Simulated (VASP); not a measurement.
SrTiO3, 5 atoms in the cell. It takes space group Pm-3m (No. 221, cubic). Conventional cell: a = 3.936 Å, b = 3.936 Å, c = 3.936 Å, α = 90.00°, β = 90.00°, γ = 90.00°. Sr (site symmetry m-3m) has 12 O at 2.78 Å and 8 Ti at 3.41 Å within 3.7 Å. Ti (site symmetry m-3m) has 6 O at 1.97 Å within 2.6 Å. O (site symmetry 4/mmm) has 2 Ti at 1.97 Å within 2.6 Å. 

```yaml
Program: VASP 6.6.1
Task: elastic constants
Functional: PBE
Potentials_or_basis: VASP PAW PBE potentials, release 64 (Sr_sv, Ti_sv, O)
Cutoff: 600 eV
k_mesh: 8 × 8 × 8
Occupations: gaussian, width 0.01 eV
Spin: no spin polarisation
Dipole_correction: no
Ions_in_elastic_constants: relaxed
Further_INCAR_settings: ALGO = Normal; EDIFF = 1e-08; IBRION = 6; POTIM = 0.015; NSW = 1; ISIF = 3
```

Potentials or basis: VASP PAW PBE potentials, release 64 (Sr_sv, Ti_sv, O).

Launch:

```sh
$ cat potpaw_PBE.64/Sr_sv/POTCAR potpaw_PBE.64/Ti_sv/POTCAR potpaw_PBE.64/O/POTCAR > POTCAR
$ mpirun -np 1 vasp_std > vasp.out
```

Hardware: 1 thread of Oxide Virtual Turin-like Processor, on a shared host.

**Question.** Estimate the wall time of this run.

**Answer.** Run time: 41 min on 1 thread of Oxide Virtual Turin-like Processor, on a shared host, peak memory 0.55 GiB. Counts: scf iterations 257, k points 35.
